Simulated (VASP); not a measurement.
# SiO2 (I4/mmm) in VASP: electric field gradients with r2SCAN

Aim: the electric field gradients of SiO2 with r2SCAN.

Everything below comes from runs of VASP 6.6.1. Logs are shortened: lines on timing, memory, paths and dates and some standing lists are left out, and cuts for length are marked.

### Step 1. The cell of the first run

Symmetry: I4/mmm, No. 139, tetragonal system. The conventional cell has a = 8.944 Å, b = 8.944 Å, c = 5.224 Å, α = 90.00°, β = 90.00°, γ = 90.00°. Si (site symmetry m2m) has 4 O at 1.60 to 1.61 Å within 2.1 Å. Within 2.1 Å of O (site symmetry 2/m) lie 2 Si at 1.60 Å. O (site symmetry m2m) has 2 Si at 1.61 Å within 2.1 Å.

### Step 2. Electric field gradients, r2SCAN

File POSCAR:

```
SiO2
1.0
   -4.4720405200      4.4720405200      2.6117703500
    4.4720405200     -4.4720405200      2.6117703500
    4.4720405200      4.4720405200     -2.6117703500
Si O
4 8
Direct
    0.1768885800      0.1768885800      0.3537771600
    0.8231114200      0.1768885800      0.0000000000
    0.1768885800      0.8231114200      0.0000000000
    0.8231114200      0.8231114200      0.6462228400
    0.5000000000      0.5000000000      0.5000000000
    0.0000000000      0.5000000000      0.0000000000
    0.5000000000      0.0000000000      0.0000000000
    0.0000000000      0.0000000000      0.5000000000
    0.0000000000      0.2085486600      0.2085486600
    0.7914513400      0.0000000000      0.7914513400
    0.2085486600      0.0000000000      0.2085486600
    0.0000000000      0.7914513400      0.7914513400
```

File INCAR.step1:

```
  ALGO = Normal
  EDIFF = 1E-4
  ENCUT = 520
  GGA = PE
  ISMEAR = -1
  LASPH = True
  LCHARG = False
  LREAL = False
  LWAVE = True
  NBANDS = 44
  NELM = 100
  PREC = Accurate
  SIGMA = 0.02
```

File INCAR.step2:

```
  ALGO = Normal
  EDIFF = 1E-8
  ENCUT = 520
  ISIF = 2
  ISMEAR = -1
  ISTART = 1
  LASPH = True
  LCHARG = False
  LEFG = True
  LMIXTAU = True
  LREAL = False
  LWAVE = False
  METAGGA = R2SCAN
  NBANDS = 44
  NELM = 100
  PREC = Accurate
  SIGMA = 0.02
```

File KPOINTS:

```
k-points
0
Gamma
  5 5 5
```

Potentials or basis: VASP PAW PBE potentials, release 64 (Si, O).

Run with:

```bash
$ cat potpaw_PBE.64/Si/POTCAR potpaw_PBE.64/O/POTCAR > POTCAR
$ cp INCAR.step1 INCAR
$ mpirun -np 1 vasp_std > vasp.out
$ cp INCAR.step2 INCAR
$ mpirun -np 1 vasp_std > vasp.out
```

OUTCAR:

```text
EDIFF = 1E-8
   ENCUT = 520
   ISIF = 2
   ISMEAR = -1
   ISTART = 1
   LASPH = True
   LREAL = False
   METAGGA = R2SCAN
   NELM = 100
   PREC = Accurate

 ion  position               nearest neighbor table
   1  0.177  0.177  0.354-   5 1.60   8 1.60   9 1.61  11 1.61
   2  0.823  0.177  0.000-   6 1.60   7 1.60  10 1.61   9 1.61
   3  0.177  0.823  0.000-   7 1.60   6 1.60  12 1.61  11 1.61
   4  0.823  0.823  0.646-   8 1.60   5 1.60  10 1.61  12 1.61
   5  0.500  0.500  0.500-   1 1.60   4 1.60
   6  0.000  0.500  0.000-   2 1.60   3 1.60
   7  0.500  0.000  0.000-   3 1.60   2 1.60
   8  0.000  0.000  0.500-   4 1.60   1 1.60
   9  0.000  0.209  0.209-   1 1.61   2 1.61
  10  0.791  0.000  0.791-   4 1.61   2 1.61
  11  0.209  0.000  0.209-   1 1.61   3 1.61
  12  0.000  0.791  0.791-   4 1.61   3 1.61

  LATTYP: Found a body centered tetragonal cell.
 ALAT       =     8.9440810400
 C/A-ratio  =     0.5840220674

  Lattice vectors:

 A1 = (  -4.4720405200,   4.4720405200,   2.6117703500)
 A2 = (   4.4720405200,  -4.4720405200,   2.6117703500)
 A3 = (   4.4720405200,   4.4720405200,  -2.6117703500)

Analysis of symmetry for initial positions (statically):
=====================================================================
 Subroutine PRICEL returns:
 Original cell was already a primitive cell.

 Routine SETGRP: Setting up the symmetry group for a
 body centered tetragonal supercell.

 Subroutine GETGRP returns: Found 16 space group operations
 (whereof 16 operations were pure point group operations)
 out of a pool of 16 trial point group operations.

The static configuration has the point symmetry D_4h.

Analysis of symmetry for dynamics (positions and initial velocities):
=====================================================================
 Subroutine PRICEL returns:
 Original cell was already a primitive cell.

 Routine SETGRP: Setting up the symmetry group for a
 body centered tetragonal supercell.

 Subroutine GETGRP returns: Found 16 space group operations
 (whereof 16 operations were pure point group operations)
 out of a pool of 16 trial point group operations.

The dynamic configuration has the point symmetry D_4h.

 Subroutine INISYM returns: Found 16 space group operations
 (whereof 16 operations are pure point group operations),
 and found     1 'primitive' translations

----------------------------------------------------------------------------------------

                                     Primitive cell

  volume of cell :     208.9327

  direct lattice vectors                    reciprocal lattice vectors
    -4.472040520  4.472040520  2.611770350     0.000000000  0.111805785  0.191441028
     4.472040520 -4.472040520  2.611770350     0.111805785  0.000000000  0.191441028
     4.472040520  4.472040520 -2.611770350     0.111805785  0.111805785  0.000000000

  length of vectors
     6.842487646  6.842487646  6.842487646     0.221698445  0.221698445  0.158117257

  position of ions in fractional coordinates (direct lattice)
     0.176888580  0.176888580  0.353777160
     0.823111420  0.176888580  0.000000000
     0.176888580  0.823111420  0.000000000
     0.823111420  0.823111420  0.646222840
     0.500000000  0.500000000  0.500000000
     0.000000000  0.500000000  0.000000000
     0.500000000  0.000000000  0.000000000
     0.000000000  0.000000000  0.500000000
     0.000000000  0.208548660  0.208548660
     0.791451340  0.000000000  0.791451340
     0.208548660  0.000000000  0.208548660
     0.000000000  0.791451340  0.791451340

  ion indices of the primitive-cell ions
   primitive index   ion index
                 1           1
                 2           2
                 3           3
                 4           4
                 5           5
                 6           6
                 7           7
                 8           8
                 9           9
                10          10
                11          11
                12          12

----------------------------------------------------------------------------------------

 KPOINTS: k-points

Automatic generation of k-mesh.
 Grid dimensions read from file:
 generate k-points for:    5    5    5

[... 52 lines left out ...]
   LSORBIT =      F    spin-orbit coupling
   LASPH  =      T    aspherical Exc in radial PAW
   ENCUT  =  520.0 eV  38.22 Ry    6.18 a.u.  12.72 12.72 12.72*2*pi/ulx,y,z
   NELM   =    100;   NELMIN=  2; NELMDL=  0     # of ELM steps
   EDIFF  = 0.1E-07   stopping-criterion for ELM
   LREAL  =      F    real-space projection
   EDIFFG = 0.1E-06   stopping-criterion for IOM
   NSW    =      0    number of steps for IOM
   IBRION =     -1    ionic relax: 0-MD 1-quasi-New 2-CG
   NFREE  =      0    steps in history (QN), initial steepest desc. (CG)
   ISIF   =      2    stress and relaxation
   ISYM   =      2    0-nonsym 1-usesym 2-fastsym
   POTIM  = 0.5000    time-step for ionic-motion
   TEBEG  =    0.0;   TEEND  =   0.0 temperature during run
   PSTRESS=    0.0 pullay stress
   NELECT =      64.0000    total number of electrons
   NUPDOWN=      -1.0000    fix difference up-down
   EMIN   =  10.00;   EMAX   =-10.00  energy-range for DOS
   EFERMI =   0.00;   METHOD = LEGACY
   ISMEAR =    -1;   SIGMA  =   0.02  broadening in eV -4-tet -1-fermi 0-gaus
   EFERMI_NEDOS =   21; number of points for ismear=-14 and -15
   IALGO  =     38    algorithm
   IMIX   =      4    mixing-type and parameters
     AMIX     =   0.40;   BMIX     =  1.00
     AMIX_MAG =   1.60;   BMIX_MAG =  1.00
  volume/ion in A,a.u.               =      17.41       117.50
  Fermi-wavevector in a.u.,A,eV,Ry     =   1.103569  2.085442 16.570042  1.217864
  Thomas-Fermi vector in A             =   2.240029
   LORBIT       =      0    0 simple, 1 ext, 2 COOP (PROOUT), +10 PAW based schemes
   METAGGA = R2SCAN    functional components
   LHFCALC =     F    Hartree Fock is set to
   AEXX    =    0.0000 exact exchange contribution
   IVDW    =     0    specifies the selected vdW correction
   LEPSILON=     F    determine dielectric tensor
   LRPA    =     F    only Hartree local field effects (RPA)
 non-spin polarized calculation
  energy-cutoff  :      520.00
  volume of cell :      208.93
 maximum number of plane-waves:      5646
 NGX is ok and might be reduce to    54
   NGX = 25   NGY = 25   NGZ = 25

 number of electron      64.0000008 magnetization

 Free energy of the ion-electron system (eV)
  ---------------------------------------------------
  ext. energy  EPLUGINS =         0.00000000
  ---------------------------------------------------
  free energy    TOTEN  =      -119.02302451 eV

  energy without entropy =     -119.02302451  energy(sigma->0) =     -119.02302451

 E-fermi :  -0.9734     XC(G=0):  -7.6266

 val. band max:       -1.4881576946   @ k =  -0.4000   0.4000   0.4000
 cond. band min:       4.5817429330   @ k =   0.0000   0.0000   0.0000
 fundamental gap:      6.0699006275
 Fermi energy:        -0.9734380065

 k-point     1 :       0.0000    0.0000    0.0000
  band No.  band energies     occupation
      1     -21.9623      2.00000
      2     -21.0957      2.00000
      3     -20.5663      2.00000
      4     -20.5663      2.00000
      5     -19.9891      2.00000
      6     -19.9510      2.00000
[... 835 lines left out ...]
     43       9.6749      0.00000
     44      10.9343      0.00000

------------------------ aborting loop because EDIFF is reached ----------------------------------------

  FORCE on cell =-STRESS in cart. coord.  units (eV):
  Direction    XX          YY          ZZ          XY          YZ          ZX
  --------------------------------------------------------------------------------------
  -------------------------------------------------------------------------------------
  Total        0.1708451      0.1708451      0.4674820      0.0000000      0.0000000      0.0000000
  in kB        1.3101068      1.3101068      3.5848343      0.0000000      0.0000000      0.0000000
  external PRESSURE =       2.0683493 kB  Pullay stress =       0.0000000 kB

 VOLUME and BASIS-vectors are now :
 -----------------------------------------------------------------------------
  energy-cutoff  :      520.00
  volume of cell :      208.93
      direct lattice vectors                 reciprocal lattice vectors
    -4.472040520  4.472040520  2.611770350     0.000000000  0.111805785  0.191441028
     4.472040520 -4.472040520  2.611770350     0.111805785  0.000000000  0.191441028
     4.472040520  4.472040520 -2.611770350     0.111805785  0.111805785  0.000000000

 POSITION                                       TOTAL-FORCE (eV/Angst)
 -----------------------------------------------------------------------------------
      1.58211      1.58211      0.00000         0.004953      0.004953     -0.000000
     -2.88993      2.88993      2.61177         0.004953     -0.004953     -0.000000
      2.88993     -2.88993      2.61177        -0.004953      0.004953      0.000000
      2.88993      2.88993      2.61177        -0.004953     -0.004953      0.000000
      2.23602      2.23602      1.30589        -0.000000      0.000000     -0.000000
      2.23602     -2.23602      1.30589        -0.000000      0.000000     -0.000000
     -2.23602      2.23602      1.30589        -0.000000      0.000000     -0.000000
      2.23602      2.23602     -1.30589        -0.000000      0.000000     -0.000000
      1.86528      0.00000      0.00000         0.005802      0.000000     -0.000000
      0.00000      7.07880      0.00000        -0.000000     -0.005802      0.000000
      0.00000      1.86528      0.00000        -0.000000      0.005802     -0.000000
      7.07880      0.00000      0.00000        -0.005802      0.000000      0.000000
 -----------------------------------------------------------------------------------
    total drift:                               -0.000000     -0.000000      0.000000

  FREE ENERGIE OF THE ION-ELECTRON SYSTEM (eV)
  ---------------------------------------------------
  free  energy   TOTEN  =      -119.0230245143 eV

  energy  without entropy=     -119.0230245143  energy(sigma->0) =     -119.02302451

 Electric field gradients (V/A^2)
---------------------------------------------------------------------
 ion       V_xx      V_yy      V_zz      V_xy      V_xz      V_yz
---------------------------------------------------------------------
   1       0.355     0.355    -0.711    -4.270    -0.000    -0.000
   2       0.355     0.355    -0.711     4.269    -0.000    -0.000
   3       0.355     0.355    -0.711     4.269    -0.000    -0.000
   4       0.355     0.355    -0.711    -4.270    -0.000    -0.000
   5     -23.794   -23.794    47.589    24.426    47.886    47.886
   6     -23.794   -23.794    47.588   -24.417    47.886   -47.878
   7     -23.794   -23.794    47.588   -24.417   -47.878    47.886
   8     -23.794   -23.794    47.589    24.426   -47.878   -47.878
   9     -43.361    91.807   -48.446    -0.001    -0.000     0.000
  10      91.807   -43.361   -48.446    -0.001     0.000    -0.000
  11      91.807   -43.361   -48.446    -0.001     0.000    -0.000
  12     -43.361    91.807   -48.446    -0.001    -0.000     0.000
---------------------------------------------------------------------

 Electric field gradients after diagonalization (V/A^2)
 (convention: |V_zz| > |V_xx| > |V_yy|)
----------------------------------------------------------------------
 ion       V_xx      V_yy      V_zz     asymmetry (V_yy - V_xx)/ V_zz
----------------------------------------------------------------------
   1      -3.914    -0.711     4.625       0.693
   2      -3.914    -0.711     4.625       0.693
   3      -3.914    -0.711     4.625       0.693
   4      -3.914    -0.711     4.625       0.693
   5     -48.221   -47.565    95.785       0.007
   6     -48.212   -47.565    95.777       0.007
   7     -48.212   -47.565    95.777       0.007
   8     -48.220   -47.554    95.775       0.007
   9     -48.446   -43.361    91.807       0.055
  10     -48.446   -43.361    91.807       0.055
  11     -48.446   -43.361    91.807       0.055
  12     -48.446   -43.361    91.807       0.055
----------------------------------------------------------------------

           NMR quadrupolar parameters

 Cq : quadrupolar parameter    Cq=e*Q*V_zz/h
 eta: asymmetry parameters     (V_yy - V_xx)/ V_zz
 Q  : nuclear electric quadrupole moment in mb (millibarn)
----------------------------------------------------------------------
 ion       Cq(MHz)       eta       Q (mb)
----------------------------------------------------------------------
   1       0.011       0.693       1.000
   2       0.011       0.693       1.000
   3       0.011       0.693       1.000
   4       0.011       0.693       1.000
   5       0.232       0.007       1.000
   6       0.232       0.007       1.000
   7       0.232       0.007       1.000
   8       0.232       0.007       1.000
   9       0.222       0.055       1.000
  10       0.222       0.055       1.000
  11       0.222       0.055       1.000
  12       0.222       0.055       1.000
----------------------------------------------------------------------
```

It took 21 min on 1 thread of Intel Xeon Platinum 8259CL at 2.50GHz (Skylake/Cascade Lake), shared host; peak memory 0.46 GiB.

What came out:

| Quantity | Value |
| --- | --- |
| Free energy | -119.0230 eV |
| Pressure | 0.2 GPa |
| Largest force | 0.007 eV/Å |
| Band gap on the k mesh | 6.07 eV (least direct gap 6.08 eV) |
| Largest electric field gradient by atom | Si +4.6; O +95.8, +91.8 (each value once) V/Å² |

Forces in eV/Å, atoms in the order of the input:
```
Si   0.005  0.005  0.000
Si   0.005 -0.005  0.000
Si  -0.005  0.005  0.000
Si  -0.005 -0.005  0.000
O    0.000  0.000  0.000
O    0.000  0.000  0.000
O    0.000  0.000  0.000
O    0.000  0.000  0.000
O    0.006  0.000  0.000
O    0.000 -0.006  0.000
O    0.000  0.006  0.000
O   -0.006  0.000  0.000
```

Stress tensor (GPa, compression positive):
```
0.13 0.00 0.00
0.00 0.13 0.00
0.00 0.00 0.36
```

Levels at points of the mesh, in eV from the valence-band top:
```csv
k point,band 30,band 31,band 32,band 33,band 34,band 35
"(0.00, 0.00, 0.00)",-0.67,-0.01,-0.01,6.07,8.98,9.57
```

Electric field gradients, principal values (V/Å²):
```
atom    least   middle  greatest (by size)
1 Si   -0.711   -3.914               4.625
2 Si   -0.711   -3.914               4.625
3 Si   -0.711   -3.914               4.625
4 Si   -0.711   -3.914               4.625
 5 O  -47.565  -48.221              95.785
 6 O  -47.565  -48.212              95.777
 7 O  -47.565  -48.212              95.777
 8 O  -47.554  -48.220              95.775
 9 O  -43.361  -48.446              91.807
10 O  -43.361  -48.446              91.807
11 O  -43.361  -48.446              91.807
12 O  -43.361  -48.446              91.807
```

Caveat: without QUAD_EFG the Cq values of the log hold for a quadrupole moment of 1 mb, not for the nuclei; the PAW data sets were made with another functional, which shifts forces and pressure a little. A k mesh can miss the band edges.
